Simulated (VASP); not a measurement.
# Yb (Fd-3m) in VASP: single point with RPBE

Aim: the single point of Yb with RPBE.

Program: VASP 6.6.1. These are calculated values, not measurements. Logs are shortened: lines on timing, memory, paths and dates and some standing lists are left out, and cuts for length are marked.

## Step 1: The cell of the first run

The structure is cubic, space group Fd-3m (No. 227). The conventional cell has a = 8.972 Å, b = 8.972 Å, c = 8.972 Å, α = 90.00°, β = 90.00°, γ = 90.00°. Within 5.1 Å of Yb (site symmetry -43m) lie 4 Yb at 3.89 Å.

This isn't the form of Yb at room conditions, which is fcc.

## Step 2: Single point, RPBE

INCAR reads:

```
  PREC = Accurate
  ENCUT = 520
  EDIFF = 1E-7
  ISMEAR = -1
  SIGMA = 0.1
  LREAL = False
  LASPH = True
  NELM = 80
  ALGO = Normal
  ISIF = 2
  LWAVE = False
  LCHARG = False
  GGA = RP
  NBANDS = 31
```

KPOINTS reads:

```
Automatic mesh
0
Gamma
  10 10 10
```

POSCAR reads:

```
Yb
1.0
    0.0000000000      4.4861823963      4.4861823963
    4.4861823963      0.0000000000      4.4861823963
    4.4861823963      4.4861823963      0.0000000000
Yb
2
Direct
    0.1250000000      0.1250000000      0.1250000000
    0.8750000000      0.8750000000      0.8750000000
```

Potentials or basis: VASP PAW PBE potentials, release 64 (Yb).

Launch:

```
> cat potpaw_PBE.64/Yb/POTCAR > POTCAR
> mpirun -np 1 vasp_std > vasp.out
```

OUTCAR:

```text
PREC = Accurate
   ENCUT = 520
   EDIFF = 1E-7
   ISMEAR = -1
   LREAL = False
   LASPH = True
   NELM = 80
   ISIF = 2
   GGA = RP

 ion  position               nearest neighbor table
   1  0.125  0.125  0.125-
   2  0.875  0.875  0.875-

  LATTYP: Found a face centered cubic cell.
 ALAT       =     8.9723647926

  Lattice vectors:

 A1 = (   0.0000000000,   4.4861823963,   4.4861823963)
 A2 = (   4.4861823963,   0.0000000000,   4.4861823963)
 A3 = (   4.4861823963,   4.4861823963,   0.0000000000)

Analysis of symmetry for initial positions (statically):
=====================================================================
 Subroutine PRICEL returns:
 Original cell was already a primitive cell.

 Routine SETGRP: Setting up the symmetry group for a
 face centered cubic supercell.

 Subroutine GETGRP returns: Found 48 space group operations
 (whereof 12 operations were pure point group operations)
 out of a pool of 48 trial point group operations.

The static configuration has the point symmetry D_3d.
 The point group associated with its full space group is O_h .

Analysis of symmetry for dynamics (positions and initial velocities):
=====================================================================
 Subroutine PRICEL returns:
 Original cell was already a primitive cell.

 Routine SETGRP: Setting up the symmetry group for a
 face centered cubic supercell.

 Subroutine GETGRP returns: Found 48 space group operations
 (whereof 12 operations were pure point group operations)
 out of a pool of 48 trial point group operations.

The dynamic configuration has the point symmetry D_3d.
 The point group associated with its full space group is O_h .

 Subroutine INISYM returns: Found 48 space group operations
 (whereof 12 operations are pure point group operations),
 and found     1 'primitive' translations

----------------------------------------------------------------------------------------

                                     Primitive cell

  volume of cell :     180.5763

  direct lattice vectors                    reciprocal lattice vectors
     0.000000000  4.486182396  4.486182396    -0.111453337  0.111453337  0.111453337
     4.486182396  0.000000000  4.486182396     0.111453337 -0.111453337  0.111453337
     4.486182396  4.486182396  0.000000000     0.111453337  0.111453337 -0.111453337

  length of vectors
     6.344419988  6.344419988  6.344419988     0.193042843  0.193042843  0.193042843

  position of ions in fractional coordinates (direct lattice)
     0.125000000  0.125000000  0.125000000
     0.875000000  0.875000000  0.875000000

  ion indices of the primitive-cell ions
   primitive index   ion index
                 1           1
                 2           2

----------------------------------------------------------------------------------------

 KPOINTS: Automatic mesh

Automatic generation of k-mesh.
 Grid dimensions read from file:
 generate k-points for:   10   10   10

 Generating k-lattice:

  Cartesian coordinates                     Fractional coordinates (reciprocal lattice)
    -0.011145334  0.011145334  0.011145334     0.100000000  0.000000000  0.000000000
     0.011145334 -0.011145334  0.011145334     0.000000000  0.100000000  0.000000000
     0.011145334  0.011145334 -0.011145334     0.000000000  0.000000000  0.100000000

  Length of vectors
     0.019304284  0.019304284  0.019304284

  Shift w.r.t. Gamma in fractional coordinates (k-lattice)
     0.000000000  0.000000000  0.000000000

 Subroutine IBZKPT returns following result:
 ===========================================

 Found     47 irreducible k-points:

 Following reciprocal coordinates:
            Coordinates               Weight
  0.000000  0.000000  0.000000      1.000000
  0.100000  0.000000  0.000000      8.000000
  0.200000  0.000000  0.000000      8.000000
  0.300000  0.000000  0.000000      8.000000
  0.400000  0.000000  0.000000      8.000000
  0.500000  0.000000  0.000000      4.000000
[... 16 lines left out ...]
  0.300000  0.300000  0.000000      6.000000
  0.400000  0.300000  0.000000     24.000000
 [... further k-points ...]
   k-points           NKPTS =     47   k-points in BZ     NKDIM =     47   number of bands    NBANDS=     31
   number of dos      NEDOS =    301   number of ions     NIONS =      2
   total plane-waves  NPLWV = 110592
   dimension x,y,z NGX =    48 NGY =   48 NGZ =   48
   dimension x,y,z NGXF=    96 NGYF=   96 NGZF=   96
   ions per type =               2
   NGX,Y,Z   is equivalent  to a cutoff of  12.58, 12.58, 12.58 a.u.
   NGXF,Y,Z  is equivalent  to a cutoff of  25.16, 25.16, 25.16 a.u.
 SYSTEM =  unknown system
   PREC   = accura    normal or accurate (medium, high low for compatibility)
   ISTART =      0    job   : 0-new  1-cont  2-samecut
   ICHARG =      2    charge: 1-file 2-atom 10-const
   ISPIN  =      1    spin polarized calculation?
   LNONCOLLINEAR =      F non collinear calculations
   LSORBIT =      F    spin-orbit coupling
   LASPH  =      T    aspherical Exc in radial PAW
   ENCUT  =  520.0 eV  38.22 Ry    6.18 a.u.  11.80 11.80 11.80*2*pi/ulx,y,z
   NELM   =     80;   NELMIN=  2; NELMDL= -5     # of ELM steps
   EDIFF  = 0.1E-06   stopping-criterion for ELM
   LREAL  =      F    real-space projection
   EDIFFG = 0.1E-05   stopping-criterion for IOM
   NSW    =      0    number of steps for IOM
   IBRION =     -1    ionic relax: 0-MD 1-quasi-New 2-CG
   NFREE  =      0    steps in history (QN), initial steepest desc. (CG)
   ISIF   =      2    stress and relaxation
   ISYM   =      2    0-nonsym 1-usesym 2-fastsym
   POTIM  = 0.5000    time-step for ionic-motion
   TEBEG  =    0.0;   TEEND  =   0.0 temperature during run
   PSTRESS=    0.0 pullay stress
   NELECT =      48.0000    total number of electrons
   NUPDOWN=      -1.0000    fix difference up-down
   EMIN   =  10.00;   EMAX   =-10.00  energy-range for DOS
   EFERMI =   0.00;   METHOD = LEGACY
   ISMEAR =    -1;   SIGMA  =   0.10  broadening in eV -4-tet -1-fermi 0-gaus
   EFERMI_NEDOS =   21; number of points for ismear=-14 and -15
   IALGO  =     38    algorithm
   IMIX   =      4    mixing-type and parameters
     AMIX     =   0.40;   BMIX     =  1.00
     AMIX_MAG =   1.60;   BMIX_MAG =  1.00
  volume/ion in A,a.u.               =      90.29       609.29
  Fermi-wavevector in a.u.,A,eV,Ry     =   1.052612  1.989148 15.075147  1.107992
  Thomas-Fermi vector in A             =   2.187701
   LORBIT       =      0    0 simple, 1 ext, 2 COOP (PROOUT), +10 PAW based schemes
   GGA     = RP    functional components
   LHFCALC =     F    Hartree Fock is set to
   AEXX    =    0.0000 exact exchange contribution
   IVDW    =     0    specifies the selected vdW correction
   LEPSILON=     F    determine dielectric tensor
   LRPA    =     F    only Hartree local field effects (RPA)
 non-spin polarized calculation
  energy-cutoff  :      520.00
  volume of cell :      180.58
 maximum number of plane-waves:      4909
   NGX = 23   NGY = 23   NGZ = 23

 number of electron      48.0000024 magnetization

 Free energy of the ion-electron system (eV)
  ---------------------------------------------------
  ext. energy  EPLUGINS =         0.00000000
  ---------------------------------------------------
  free energy    TOTEN  =        -4.51871241 eV

  energy without entropy =       -4.36573471  energy(sigma->0) =       -4.44222356

 E-fermi :  -0.5289     XC(G=0):  -5.8032

 val. band max:       -0.5455789600   @ k =  -0.4000   0.4000   0.0000
 cond. band min:      -0.4962625569   @ k =  -0.4000   0.4000   0.1000
 fundamental gap:      0.0493164031
 Fermi energy:        -0.5288596668

 k-point     1 :       0.0000    0.0000    0.0000
  band No.  band energies     occupation
      1     -52.9795      2.00000
      2     -52.9741      2.00000
      3     -25.4303      2.00000
      4     -25.4303      2.00000
      5     -25.4303      2.00000
      6     -25.3725      2.00000
[... 23 lines left out ...]
     30       1.1450      0.00000
     31       1.1450      0.00000

 k-point     2 :       0.1000    0.0000    0.0000
  band No.  band energies     occupation
      1     -52.9794      2.00000
      2     -52.9741      2.00000
      3     -25.4308      2.00000
      4     -25.4308      2.00000
      5     -25.4299      2.00000
      6     -25.3730      2.00000
[... 23 lines left out ...]
     30       1.1585      0.00000
     31       1.1586      0.00000

 k-point     3 :       0.2000    0.0000    0.0000
  band No.  band energies     occupation
      1     -52.9791      2.00000
      2     -52.9744      2.00000
      3     -25.4321      2.00000
      4     -25.4321      2.00000
      5     -25.4289      2.00000
      6     -25.3741      2.00000
[... 23 lines left out ...]
     30       1.2158      0.00000
     31       1.2158      0.00000

 k-point     4 :       0.3000    0.0000    0.0000
  band No.  band energies     occupation
      1     -52.9787      2.00000
      2     -52.9748      2.00000
      3     -25.4336      2.00000
      4     -25.4336      2.00000
      5     -25.4276      2.00000
      6     -25.3756      2.00000
[... 23 lines left out ...]
     30       1.3364      0.00000
     31       1.3364      0.00000

 k-point     5 :       0.4000    0.0000    0.0000
  band No.  band energies     occupation
      1     -52.9783      2.00000
      2     -52.9752      2.00000
      3     -25.4348      2.00000
      4     -25.4348      2.00000
      5     -25.4264      2.00000
      6     -25.3769      2.00000
[... 23 lines left out ...]
     30       1.4857      0.00000
     31       1.4858      0.00000
[... 542 lines left out ...]
     30       1.3986      0.00000
     31       1.7812      0.00000

 k-point    22 :      -0.2000    0.2000    0.0000
  band No.  band energies     occupation
      1     -52.9786      2.00000
      2     -52.9750      2.00000
      3     -25.4369      2.00000
      4     -25.4337      2.00000
      5     -25.4237      2.00000
      6     -25.3795      2.00000
[... 23 lines left out ...]
     30       1.2918      0.00000
     31       1.5302      0.00000

 k-point    23 :       0.3000    0.3000    0.0000
  band No.  band energies     occupation
      1     -52.9784      2.00000
      2     -52.9752      2.00000
      3     -25.4371      2.00000
      4     -25.4371      2.00000
      5     -25.4186      2.00000
      6     -25.3847      2.00000
[... 23 lines left out ...]
     30       1.2215      0.00000
     31       1.2215      0.00000

 k-point    24 :       0.4000    0.3000    0.0000
  band No.  band energies     occupation
      1     -52.9780      2.00000
      2     -52.9756      2.00000
      3     -25.4386      2.00000
      4     -25.4382      2.00000
      5     -25.4150      2.00000
      6     -25.3884      2.00000
[... 23 lines left out ...]
     30       1.2903      0.00000
     31       1.4507      0.00000

 [... further k-points ...]

------------------------ aborting loop because EDIFF is reached ----------------------------------------

  FORCE on cell =-STRESS in cart. coord.  units (eV):
  Direction    XX          YY          ZZ          XY          YZ          ZX
  --------------------------------------------------------------------------------------
  -------------------------------------------------------------------------------------
  Total       -0.1235872     -0.1235872     -0.1235872      0.0000000      0.0000000     -0.0000000
  in kB       -1.0965372     -1.0965372     -1.0965372      0.0000000      0.0000000     -0.0000000
  external PRESSURE =      -1.0965372 kB  Pullay stress =       0.0000000 kB

 VOLUME and BASIS-vectors are now :
 -----------------------------------------------------------------------------
  energy-cutoff  :      520.00
  volume of cell :      180.58
      direct lattice vectors                 reciprocal lattice vectors
     0.000000000  4.486182396  4.486182396    -0.111453337  0.111453337  0.111453337
     4.486182396  0.000000000  4.486182396     0.111453337 -0.111453337  0.111453337
     4.486182396  4.486182396  0.000000000     0.111453337  0.111453337 -0.111453337

 POSITION                                       TOTAL-FORCE (eV/Angst)
 -----------------------------------------------------------------------------------
      1.12155      1.12155      1.12155         0.000000     -0.000000     -0.000000
      7.85082      7.85082      7.85082        -0.000000      0.000000      0.000000
 -----------------------------------------------------------------------------------
    total drift:                                0.000000      0.000000      0.000000

  FREE ENERGIE OF THE ION-ELECTRON SYSTEM (eV)
  ---------------------------------------------------
  free  energy   TOTEN  =        -4.5187124054 eV

  energy  without entropy=       -4.3657347101  energy(sigma->0) =       -4.44222356
```

Wall time 12 min (1 thread of Intel Xeon 8259CL, shared host); peak memory 0.46 GiB.

What came out:

| Quantity | Value |
| --- | --- |
| Free energy | -4.5187 eV |
| Pressure | -0.1 GPa |
| Band gap on the k mesh | zero (bands 24 and 25 overlap by 0.95 eV) |

Caveat: the PAW data sets were made with another functional, which shifts forces and pressure a little; spin-orbit coupling is left out, which moves the levels of the heavy elements.
